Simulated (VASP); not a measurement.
# Al2Cu in VASP: single point with PBEsol

Aim: the single point of Al2Cu with PBEsol.

Everything below comes from runs of VASP 6.6.1. Logs are shortened: lines on timing, memory, paths and dates and some standing lists are left out, and cuts for length are marked.

**1. The cell of the first run**

The typed cell holds 12 atoms: a = 5.726 Å, b = 5.727 Å, c = 5.727 Å, α = 90.00°, β = 90.00°, γ = 90.00°.

**2. Single point, PBEsol (atom 1 (Al) moved -0.200 Å towards its neighbour atom 9 (Cu) at 2.480 Å)**

The input, INCAR:

```
SYSTEM = Al2Cu
PREC = Accurate
ENCUT = 520
EDIFF = 1E-7
ISMEAR = 0
SIGMA = 0.15
LREAL = .False.
LASPH = .True.
NELM = 60
ALGO = Fast
ISIF = 2
LWAVE = .False.
LCHARG = .False.
GGA = PS
NBANDS = 46
```

The input, KPOINTS:

```
regular mesh
0
Gamma
  8 8 8
  0 0 0
```

The input, POSCAR:

```
Al2Cu
1.0
    0.0000000000      0.0000000000      5.7260273110
   -4.0492631027      4.0492631027      0.0000000000
   -4.0492631027     -4.0492631027      0.0000000000
Al Cu
8 4
Direct
    0.2701646598      0.7701646598      0.2701646598
    0.7500000000      0.2500000000      0.2500000000
    0.2500000000      0.2500000000      0.7500000000
    0.7500000000      0.7500000000      0.7500000000
    0.2500000000      0.2500000000      0.2500000000
    0.7500000000      0.7500000000      0.2500000000
    0.2500000000      0.7500000000      0.7500000000
    0.7500000000      0.2500000000      0.7500000000
    0.0000000000      0.5000000000      0.0000000000
    0.5000000000      0.0000000000      0.0000000000
    0.0000000000      0.0000000000      0.5000000000
    0.5000000000      0.5000000000      0.5000000000
```

Potentials or basis: VASP PAW PBE potentials, release 64 (Al, Cu).

Run with:

```console
$ cat potpaw_PBE.64/Al/POTCAR potpaw_PBE.64/Cu/POTCAR > POTCAR
$ mpirun -np 1 vasp_std > vasp.out
```

OUTCAR:

```text
SYSTEM = Al2Cu
   PREC = Accurate
   ENCUT = 520
   EDIFF = 1E-7
   ISMEAR = 0
   LREAL = .False.
   LASPH = .True.
   NELM = 60
   ISIF = 2
   GGA = PS

 ion  position               nearest neighbor table
   1  0.270  0.770  0.270-  11 2.42  10 2.42  12 2.42   9 2.68   6 2.75   5 2.75   7 2.75   6 2.98
                             5 2.98   7 2.98
   2  0.750  0.250  0.250-   9 2.48  10 2.48  11 2.48  12 2.48   5 2.86   5 2.86   8 2.86   8 2.86
                             6 2.86   6 2.86
   3  0.250  0.250  0.750-   9 2.48  10 2.48  11 2.48  12 2.48   8 2.86   8 2.86   5 2.86   5 2.86
                             7 2.86   7 2.86
   4  0.750  0.750  0.750-   9 2.48  10 2.48  11 2.48  12 2.48   7 2.86   7 2.86   8 2.86   6 2.86
                             8 2.86   6 2.86
   5  0.250  0.250  0.250-   9 2.48  10 2.48  11 2.48  12 2.48   1 2.75   2 2.86   2 2.86   3 2.86
                             3 2.86   1 2.98
   6  0.750  0.750  0.250-   9 2.48  10 2.48  11 2.48  12 2.48   1 2.75   2 2.86   4 2.86   4 2.86
                             2 2.86   1 2.98
   7  0.250  0.750  0.750-   9 2.48  10 2.48  11 2.48  12 2.48   1 2.75   4 2.86   4 2.86   3 2.86
                             3 2.86   1 2.98
   8  0.750  0.250  0.750-   9 2.48  10 2.48  11 2.48  12 2.48   3 2.86   3 2.86   4 2.86   2 2.86
                             4 2.86   2 2.86
   9  0.000  0.500  0.000-   2 2.48   3 2.48   4 2.48   5 2.48   6 2.48   7 2.48   8 2.48   1 2.68

  10  0.500  0.000  0.000-   1 2.42   2 2.48   3 2.48   4 2.48   5 2.48   6 2.48   7 2.48   8 2.48

  11  0.000  0.000  0.500-   1 2.42   2 2.48   3 2.48   4 2.48   5 2.48   6 2.48   7 2.48   8 2.48

  12  0.500  0.500  0.500-   1 2.42   2 2.48   3 2.48   4 2.48   5 2.48   6 2.48   7 2.48   8 2.48

  LATTYP: Found a simple tetragonal cell.
 ALAT       =     5.7265227975
 C/A-ratio  =     0.9999134752

  Lattice vectors:

 A1 = (  -4.0492631027,   4.0492631027,   0.0000000000)
 A2 = (  -4.0492631027,  -4.0492631027,   0.0000000000)
 A3 = (   0.0000000000,   0.0000000000,   5.7260273110)

Analysis of symmetry for initial positions (statically):
=====================================================================
 Subroutine PRICEL returns:
 Original cell was already a primitive cell.

 Routine SETGRP: Setting up the symmetry group for a
 simple tetragonal supercell.

 Subroutine GETGRP returns: Found  2 space group operations
 (whereof  1 operations were pure point group operations)
 out of a pool of 16 trial point group operations.

The static configuration has the point symmetry C_1 .
 The point group associated with its full space group is C_1h.

Analysis of symmetry for dynamics (positions and initial velocities):
=====================================================================
 Subroutine PRICEL returns:
 Original cell was already a primitive cell.

 Routine SETGRP: Setting up the symmetry group for a
 simple tetragonal supercell.

 Subroutine GETGRP returns: Found  2 space group operations
 (whereof  1 operations were pure point group operations)
 out of a pool of 16 trial point group operations.

The dynamic configuration has the point symmetry C_1 .
 The point group associated with its full space group is C_1h.

 Subroutine INISYM returns: Found  2 space group operations
 (whereof  1 operations are pure point group operations),
 and found     1 'primitive' translations

----------------------------------------------------------------------------------------

                                     Primitive cell

  volume of cell :     187.7740

  direct lattice vectors                    reciprocal lattice vectors
     0.000000000  0.000000000  5.726027311     0.000000000  0.000000000  0.174641151
    -4.049263103  4.049263103  0.000000000    -0.123479257  0.123479257  0.000000000
    -4.049263103 -4.049263103  0.000000000    -0.123479257 -0.123479257  0.000000000

  length of vectors
     5.726027311  5.726522797  5.726522797     0.174641151  0.174626040  0.174626040

  position of ions in fractional coordinates (direct lattice)
     0.270164660  0.770164660  0.270164660
     0.750000000  0.250000000  0.250000000
     0.250000000  0.250000000  0.750000000
[... 31 lines left out ...]
 generate k-points for:    8    8    8

 Generating k-lattice:

  Cartesian coordinates                     Fractional coordinates (reciprocal lattice)
     0.000000000  0.000000000  0.021830144     0.125000000  0.000000000  0.000000000
    -0.015434907  0.015434907  0.000000000     0.000000000  0.125000000  0.000000000
    -0.015434907 -0.015434907  0.000000000     0.000000000  0.000000000  0.125000000

  Length of vectors
     0.021830144  0.021828255  0.021828255

  Shift w.r.t. Gamma in fractional coordinates (k-lattice)
     0.000000000  0.000000000  0.000000000

 Subroutine IBZKPT returns following result:
 ===========================================

 Found    150 irreducible k-points:

 Following reciprocal coordinates:
            Coordinates               Weight
  0.000000  0.000000  0.000000      1.000000
  0.125000  0.000000  0.000000      2.000000
  0.250000  0.000000  0.000000      2.000000
  0.375000  0.000000  0.000000      2.000000
  0.500000  0.000000  0.000000      1.000000
  0.000000  0.125000  0.000000      4.000000
[... 16 lines left out ...]
  0.125000  0.375000  0.000000      4.000000
  0.125000 -0.375000  0.000000      4.000000
 [... further k-points ...]
   k-points           NKPTS =    150   k-points in BZ     NKDIM =    150   number of bands    NBANDS=     46
   number of dos      NEDOS =    301   number of ions     NIONS =     12
   total plane-waves  NPLWV = 110592
   dimension x,y,z NGX =    48 NGY =   48 NGZ =   48
   dimension x,y,z NGXF=    96 NGYF=   96 NGZF=   96
   ions per type =               8   4
   NGX,Y,Z   is equivalent  to a cutoff of  13.94, 13.93, 13.93 a.u.
   NGXF,Y,Z  is equivalent  to a cutoff of  27.87, 27.87, 27.87 a.u.
 SYSTEM =  Al2Cu
   PREC   = accura    normal or accurate (medium, high low for compatibility)
   ISTART =      0    job   : 0-new  1-cont  2-samecut
   ICHARG =      2    charge: 1-file 2-atom 10-const
   ISPIN  =      1    spin polarized calculation?
   LNONCOLLINEAR =      F non collinear calculations
   LSORBIT =      F    spin-orbit coupling
   LASPH  =      T    aspherical Exc in radial PAW
   ENCUT  =  520.0 eV  38.22 Ry    6.18 a.u.  10.65 10.65 10.65*2*pi/ulx,y,z
   NELM   =     60;   NELMIN=  2; NELMDL= -5     # of ELM steps
   EDIFF  = 0.1E-06   stopping-criterion for ELM
   LREAL  =      F    real-space projection
   EDIFFG = 0.1E-05   stopping-criterion for IOM
   NSW    =      0    number of steps for IOM
   IBRION =     -1    ionic relax: 0-MD 1-quasi-New 2-CG
   NFREE  =      0    steps in history (QN), initial steepest desc. (CG)
   ISIF   =      2    stress and relaxation
   ISYM   =      2    0-nonsym 1-usesym 2-fastsym
   POTIM  = 0.5000    time-step for ionic-motion
   TEBEG  =    0.0;   TEEND  =   0.0 temperature during run
   PSTRESS=    0.0 pullay stress
   NELECT =      68.0000    total number of electrons
   NUPDOWN=      -1.0000    fix difference up-down
   EMIN   =  10.00;   EMAX   =-10.00  energy-range for DOS
   EFERMI =   0.00;   METHOD = LEGACY
   ISMEAR =     0;   SIGMA  =   0.15  broadening in eV -4-tet -1-fermi 0-gaus
   EFERMI_NEDOS =   21; number of points for ismear=-14 and -15
   IALGO  =     68    algorithm
   IMIX   =      4    mixing-type and parameters
     AMIX     =   0.40;   BMIX     =  1.00
     AMIX_MAG =   1.60;   BMIX_MAG =  1.00
  volume/ion in A,a.u.               =      15.65       105.60
  Fermi-wavevector in a.u.,A,eV,Ry     =   1.166897  2.205116 18.526366  1.361650
  Thomas-Fermi vector in A             =   2.303405
   LORBIT       =      0    0 simple, 1 ext, 2 COOP (PROOUT), +10 PAW based schemes
   GGA     = PS    functional components
   LHFCALC =     F    Hartree Fock is set to
   AEXX    =    0.0000 exact exchange contribution
   IVDW    =     0    specifies the selected vdW correction
   LEPSILON=     F    determine dielectric tensor
   LRPA    =     F    only Hartree local field effects (RPA)
 non-spin polarized calculation
 RMM-DIIS sequential band-by-band and
 Gauss-broadening in eV      SIGMA  =   0.15
  energy-cutoff  :      520.00
  volume of cell :      187.77
 maximum number of plane-waves:      5078
 NGX is ok and might be reduce to    48
   NGX = 21   NGY = 21   NGZ = 21

 number of electron      67.9999960 magnetization

 Free energy of the ion-electron system (eV)
  ---------------------------------------------------
  ext. energy  EPLUGINS =         0.00000000
  ---------------------------------------------------
  free energy    TOTEN  =       -51.98254065 eV

  energy without entropy =      -51.95735866  energy(sigma->0) =      -51.96994966

 E-fermi :   7.1021     XC(G=0): -10.6337

 val. band max:        7.0933695533   @ k =   0.3750  -0.3750   0.3750
 cond. band min:       7.1028826631   @ k =   0.3750   0.5000   0.3750
 fundamental gap:      0.0095131098
 Fermi energy:         7.1020804460

 k-point     1 :       0.0000    0.0000    0.0000
  band No.  band energies     occupation
      1      -3.2104      2.00000
      2       0.8513      2.00000
      3       0.9055      2.00000
      4       0.9062      2.00000
      5       1.2022      2.00000
      6       1.2024      2.00000
[... 1165 lines left out ...]
     45      12.2682      0.00000
     46      12.7024      0.00000

 [... further k-points ...]

------------------------ aborting loop because EDIFF is reached ----------------------------------------

  FORCE on cell =-STRESS in cart. coord.  units (eV):
  Direction    XX          YY          ZZ          XY          YZ          ZX
  --------------------------------------------------------------------------------------
  -------------------------------------------------------------------------------------
  Total        0.0778515      1.0095732      0.5559412      0.0000000      0.0000000      0.6592241
  in kB        0.6642665      8.6141612      4.7435560      0.0000000      0.0000000      5.6248155
  external PRESSURE =       4.6739946 kB  Pullay stress =       0.0000000 kB

 VOLUME and BASIS-vectors are now :
 -----------------------------------------------------------------------------
  energy-cutoff  :      520.00
  volume of cell :      187.77
      direct lattice vectors                 reciprocal lattice vectors
     0.000000000  0.000000000  5.726027311     0.000000000  0.000000000  0.174641151
    -4.049263103  4.049263103  0.000000000    -0.123479257  0.123479257  0.000000000
    -4.049263103 -4.049263103  0.000000000    -0.123479257 -0.123479257  0.000000000

 POSITION                                       TOTAL-FORCE (eV/Angst)
 -----------------------------------------------------------------------------------
     -4.21257      2.02463      1.54697         0.860511      0.000000     -0.608643
     -2.02463      0.00000      4.29452        -0.024118      0.012174      0.025542
     -4.04926     -2.02463      1.43151        -0.036269      0.000000      0.008561
     -6.07389      0.00000      4.29452        -0.024118     -0.012174      0.025542
     -2.02463      0.00000      1.43151        -0.202429      0.240963     -0.027150
     -4.04926      2.02463      4.29452         0.038611      0.000000      0.313760
     -6.07389      0.00000      1.43151        -0.202429     -0.240963     -0.027150
     -4.04926     -2.02463      4.29452         0.008301      0.000000     -0.005976
     -2.02463      2.02463      0.00000        -0.247336      0.000000      0.174885
      0.00000      0.00000      2.86301        -0.011999      0.134645      0.103703
     -2.02463     -2.02463      0.00000        -0.146728      0.000000     -0.086778
     -4.04926      0.00000      2.86301        -0.011999     -0.134645      0.103703
 -----------------------------------------------------------------------------------
    total drift:                                0.000203      0.000000     -0.000164

  FREE ENERGIE OF THE ION-ELECTRON SYSTEM (eV)
  ---------------------------------------------------
  free  energy   TOTEN  =       -51.9825406506 eV

  energy  without entropy=      -51.9573586640  energy(sigma->0) =      -51.96994966
```

It took 68 min on 1 thread of Oxide Virtual Turin-like, shared host; peak memory 0.96 GiB.

Results:

| Quantity | Value |
| --- | --- |
| Free energy | -51.9825 eV |
| Pressure | 0.5 GPa |
| Largest force | 1.054 eV/Å |
| Band gap on the k mesh | zero (bands 34 and 35 overlap by 1.71 eV) |

Forces on the atoms (eV/Å):
```
Al   0.861  0.000 -0.609
Al  -0.024  0.012  0.026
Al  -0.036  0.000  0.009
Al  -0.024 -0.012  0.026
Al  -0.202  0.241 -0.027
Al   0.039  0.000  0.314
Al  -0.202 -0.241 -0.027
Al   0.008  0.000 -0.006
Cu  -0.247  0.000  0.175
Cu  -0.012  0.135  0.104
Cu  -0.147  0.000 -0.087
Cu  -0.012 -0.135  0.104
```

Levels at points of the mesh, in eV from the Fermi level:
| k point | band 30 | band 31 | band 32 | band 33 | band 34 | band 35 | band 36 | band 37 | band 38 | band 39 |
| --- | --- | --- | --- | --- | --- | --- | --- | --- | --- | --- |
| (0.00, 0.00, 0.00) | -2.00 | -1.99 | -1.99 | -1.96 | 0.39 | 0.39 | 0.40 | 1.37 | 1.54 | 1.54 |
| (0.50, 0.00, 0.00) | -2.45 | -0.61 | -0.60 | -0.58 | -0.50 | -0.46 | -0.39 | 1.02 | 1.13 | 2.46 |
| (0.00, 0.50, 0.00) | -2.45 | -0.61 | -0.60 | -0.58 | -0.50 | -0.46 | -0.39 | 1.02 | 1.13 | 2.46 |
| (0.50, 0.50, 0.00) | -2.68 | -2.66 | -2.60 | 0.20 | 0.35 | 0.42 | 0.44 | 2.32 | 2.42 | 2.46 |
| (0.00, 0.50, 0.50) | -2.67 | -2.66 | -2.60 | 0.20 | 0.35 | 0.42 | 0.43 | 2.32 | 2.42 | 2.46 |
| (0.50, 0.50, 0.50) | 0.43 | 0.60 | 0.63 | 0.63 | 0.69 | 0.69 | 0.83 | 2.80 | 2.86 | 2.86 |

Caveat: the cell differs from its parent crystal (atom 1 (Al) moved -0.200 Å towards its neighbour atom 9 (Cu) at 2.480 Å); the PAW data sets were made with another functional, which shifts forces and pressure a little.
